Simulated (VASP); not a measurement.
# ScPd3 (Pm-3m) in VASP: single point with LDA

Aim: the single point of ScPd3 with LDA.

All numbers are computed with VASP 6.6.1; they aren't measurements. Logs are shortened: lines on timing, memory, paths and dates and some standing lists are left out, and cuts for length are marked.

## Step 1: The cell of the first run

The structure is cubic, space group Pm-3m (No. 221). Conventional cell: a = 3.982 Å, b = 3.982 Å, c = 3.982 Å, α = 90.00°, β = 90.00°, γ = 90.00°. Sc (site symmetry m-3m) has 12 Pd at 2.82 Å within 3.7 Å. Within 3.7 Å of Pd (site symmetry 4/mmm) lie 4 Sc at 2.82 Å and 8 Pd at 2.82 Å.

## Step 2: Single point, LDA

Contents of INCAR:

```
PREC = Accurate
ENCUT = 500
EDIFF = 1E-6
ISMEAR = 1
SIGMA = 0.1
LREAL = False
LASPH = True
NELM = 120
ALGO = Normal
ISIF = 2
LWAVE = False
LCHARG = False
NBANDS = 28
GGA_COMPAT = False
```

Contents of KPOINTS:

```
Automatic mesh
0
Gamma
  6 6 6
```

Contents of POSCAR:

```
ScPd3
1.0
    3.9820000000      0.0000000000      0.0000000000
    0.0000000000      3.9820000000      0.0000000000
    0.0000000000      0.0000000000      3.9820000000
Sc Pd
1 3
Direct
    0.0000000000      0.0000000000      0.0000000000
    0.0000000000      0.5000000000      0.5000000000
    0.5000000000      0.0000000000      0.5000000000
    0.5000000000      0.5000000000      0.0000000000
```

Potentials or basis: VASP PAW LDA potentials, release 64 (Sc_sv, Pd).

The run is started by

```console
$ cat potpaw_LDA.64/Sc_sv/POTCAR potpaw_LDA.64/Pd/POTCAR > POTCAR
$ mpirun -np 1 vasp_std > vasp.out
```

OUTCAR:

```text
PREC = Accurate
   ENCUT = 500
   EDIFF = 1E-6
   ISMEAR = 1
   LREAL = False
   LASPH = True
   NELM = 120
   ISIF = 2

 ion  position               nearest neighbor table
   1  0.000  0.000  0.000-   2 2.82   3 2.82   4 2.82   2 2.82   3 2.82   2 2.82   4 2.82   2 2.82
                             3 2.82   4 2.82   3 2.82   4 2.82
   2  0.000  0.500  0.500-   1 2.82   3 2.82   4 2.82   1 2.82   4 2.82   1 2.82   3 2.82   1 2.82
                             3 2.82   4 2.82   4 2.82   3 2.82
   3  0.500  0.000  0.500-   1 2.82   2 2.82   4 2.82   1 2.82   4 2.82   2 2.82   4 2.82   4 2.82
                             1 2.82   2 2.82   1 2.82   2 2.82
   4  0.500  0.500  0.000-   1 2.82   2 2.82   3 2.82   2 2.82   3 2.82   1 2.82   3 2.82   3 2.82
                             1 2.82   2 2.82   2 2.82   1 2.82

  LATTYP: Found a simple cubic cell.
 ALAT       =     3.9820000000

  Lattice vectors:

 A1 = (   3.9820000000,   0.0000000000,   0.0000000000)
 A2 = (   0.0000000000,   3.9820000000,   0.0000000000)
 A3 = (   0.0000000000,   0.0000000000,   3.9820000000)

Analysis of symmetry for initial positions (statically):
=====================================================================
 Subroutine PRICEL returns:
 Original cell was already a primitive cell.

 Routine SETGRP: Setting up the symmetry group for a
 simple cubic supercell.

 Subroutine GETGRP returns: Found 48 space group operations
 (whereof 48 operations were pure point group operations)
 out of a pool of 48 trial point group operations.

The static configuration has the point symmetry O_h .

Analysis of symmetry for dynamics (positions and initial velocities):
=====================================================================
 Subroutine PRICEL returns:
 Original cell was already a primitive cell.

 Routine SETGRP: Setting up the symmetry group for a
 simple cubic supercell.

 Subroutine GETGRP returns: Found 48 space group operations
 (whereof 48 operations were pure point group operations)
 out of a pool of 48 trial point group operations.

The dynamic configuration has the point symmetry O_h .

 Subroutine INISYM returns: Found 48 space group operations
 (whereof 48 operations are pure point group operations),
 and found     1 'primitive' translations

[... 87 lines left out ...]
   ISPIN  =      1    spin polarized calculation?
   LNONCOLLINEAR =      F non collinear calculations
   LSORBIT =      F    spin-orbit coupling
   LASPH  =      T    aspherical Exc in radial PAW
   ENCUT  =  500.0 eV  36.75 Ry    6.06 a.u.   7.26  7.26  7.26*2*pi/ulx,y,z
   NELM   =    120;   NELMIN=  2; NELMDL= -5     # of ELM steps
   EDIFF  = 0.1E-05   stopping-criterion for ELM
   LREAL  =      F    real-space projection
   EDIFFG = 0.1E-04   stopping-criterion for IOM
   NSW    =      0    number of steps for IOM
   IBRION =     -1    ionic relax: 0-MD 1-quasi-New 2-CG
   NFREE  =      0    steps in history (QN), initial steepest desc. (CG)
   ISIF   =      2    stress and relaxation
   ISYM   =      2    0-nonsym 1-usesym 2-fastsym
   POTIM  = 0.5000    time-step for ionic-motion
   TEBEG  =    0.0;   TEEND  =   0.0 temperature during run
   PSTRESS=    0.0 pullay stress
   NELECT =      41.0000    total number of electrons
   NUPDOWN=      -1.0000    fix difference up-down
   EMIN   =  10.00;   EMAX   =-10.00  energy-range for DOS
   EFERMI =   0.00;   METHOD = LEGACY
   ISMEAR =     1;   SIGMA  =   0.10  broadening in eV -4-tet -1-fermi 0-gaus
   EFERMI_NEDOS =   21; number of points for ismear=-14 and -15
   IALGO  =     38    algorithm
   IMIX   =      4    mixing-type and parameters
     AMIX     =   0.40;   BMIX     =  1.00
     AMIX_MAG =   1.60;   BMIX_MAG =  1.00
  volume/ion in A,a.u.               =      15.78       106.52
  Fermi-wavevector in a.u.,A,eV,Ry     =   1.417647  2.678965 27.343953  2.009724
  Thomas-Fermi vector in A             =   2.538856
   LORBIT       =      0    0 simple, 1 ext, 2 COOP (PROOUT), +10 PAW based schemes
   GGA     = CA    functional components
   LHFCALC =     F    Hartree Fock is set to
   AEXX    =    0.0000 exact exchange contribution
   IVDW    =     0    specifies the selected vdW correction
   LEPSILON=     F    determine dielectric tensor
   LRPA    =     F    only Hartree local field effects (RPA)
 non-spin polarized calculation
 Methfessel and Paxton  Order N= 1 SIGMA  =   0.10
  energy-cutoff  :      500.00
  volume of cell :       63.14
 maximum number of plane-waves:      1628
 NGX is ok and might be reduce to    30
   NGX = 15   NGY = 15   NGZ = 15

 number of electron      40.9999986 magnetization

 Free energy of the ion-electron system (eV)
  ---------------------------------------------------
  ext. energy  EPLUGINS =         0.00000000
  ---------------------------------------------------
  free energy    TOTEN  =       -29.61754563 eV

  energy without entropy =      -29.61729648  energy(sigma->0) =      -29.61746258

 E-fermi :   8.1920     XC(G=0): -12.8611

 val. band max:        8.1315417063   @ k =   0.1667   0.1667   0.1667
 cond. band min:       8.2104598283   @ k =   0.3333   0.3333   0.1667
 fundamental gap:      0.0789181220
 Fermi energy:         8.1920064791

 k-point     1 :       0.0000    0.0000    0.0000
  band No.  band energies     occupation
      1     -40.4302      2.00000
      2     -19.4023      2.00000
      3     -19.4023      2.00000
      4     -19.4023      2.00000
      5       1.5080      2.00000
      6       3.3018      2.00000
[... 609 lines left out ...]
     27      11.7520      0.00000
     28      11.7520      0.00000

------------------------ aborting loop because EDIFF is reached ----------------------------------------

  FORCE on cell =-STRESS in cart. coord.  units (eV):
  Direction    XX          YY          ZZ          XY          YZ          ZX
  --------------------------------------------------------------------------------------
  -------------------------------------------------------------------------------------
  Total       -3.6217166     -3.6217166     -3.6217166      0.0000000      0.0000000      0.0000000
  in kB      -91.9012201    -91.9012201    -91.9012201      0.0000000      0.0000000      0.0000000
  external PRESSURE =     -91.9012201 kB  Pullay stress =       0.0000000 kB

 VOLUME and BASIS-vectors are now :
 -----------------------------------------------------------------------------
  energy-cutoff  :      500.00
  volume of cell :       63.14
      direct lattice vectors                 reciprocal lattice vectors
     3.982000000  0.000000000  0.000000000     0.251130085  0.000000000  0.000000000
     0.000000000  3.982000000  0.000000000     0.000000000  0.251130085  0.000000000
     0.000000000  0.000000000  3.982000000     0.000000000  0.000000000  0.251130085

 POSITION                                       TOTAL-FORCE (eV/Angst)
 -----------------------------------------------------------------------------------
      0.00000      0.00000      0.00000         0.000000      0.000000      0.000000
      0.00000      1.99100      1.99100         0.000000      0.000000      0.000000
      1.99100      0.00000      1.99100         0.000000      0.000000      0.000000
      1.99100      1.99100      0.00000         0.000000      0.000000      0.000000
 -----------------------------------------------------------------------------------
    total drift:                                0.000000      0.000000     -0.000000

  FREE ENERGIE OF THE ION-ELECTRON SYSTEM (eV)
  ---------------------------------------------------
  free  energy   TOTEN  =       -29.6175456312 eV

  energy  without entropy=      -29.6172964764  energy(sigma->0) =      -29.61746258
```

OSZICAR:

```text
N       E                     dE             d eps       ncg     rms          rms(c)
DAV:   1     0.363356606093E+03    0.36336E+03   -0.18454E+04  1136   0.149E+03
DAV:   2    -0.485826315191E+00   -0.36384E+03   -0.35231E+03  1148   0.424E+02
DAV:   3    -0.302134702494E+02   -0.29728E+02   -0.27136E+02  1792   0.112E+02
DAV:   4    -0.316313317652E+02   -0.14179E+01   -0.13965E+01  1728   0.278E+01
DAV:   5    -0.316369875673E+02   -0.56558E-02   -0.56545E-02  1420   0.152E+00    0.128E+01
DAV:   6    -0.298627861526E+02    0.17742E+01   -0.31915E+00  1632   0.196E+01    0.501E+00
DAV:   7    -0.296473719130E+02    0.21541E+00   -0.56952E-01  1728   0.889E+00    0.178E+00
DAV:   8    -0.296286998490E+02    0.18672E-01   -0.52810E-02  1660   0.269E+00    0.131E+00
DAV:   9    -0.296192462704E+02    0.94536E-02   -0.19079E-02  1424   0.155E+00    0.312E-01
DAV:  10    -0.296175502065E+02    0.16961E-02   -0.63575E-03  1508   0.105E+00    0.559E-02
DAV:  11    -0.296175578945E+02   -0.76880E-05   -0.16088E-04  1340   0.932E-02    0.231E-02
DAV:  12    -0.296175454867E+02    0.12408E-04   -0.42352E-05  1700   0.741E-02    0.438E-03
DAV:  13    -0.296175456312E+02   -0.14452E-06   -0.11033E-06   788   0.748E-03
   1 F= -.29617546E+02 E0= -.29617463E+02  d E =-.249155E-03
```

Run time: 44 s. Hardware: 1 thread of AMD EPYC 7R43 (Zen 3), shared host; peak memory 0.13 GiB.

What came out:

```yaml
Free_energy: -29.6175 eV
Pressure: -9.2 GPa
Band_gap_on_the_k_mesh: zero (an odd number of electrons rules out a gap without spin polarisation)
```

Caveat: the cell stands under tension.
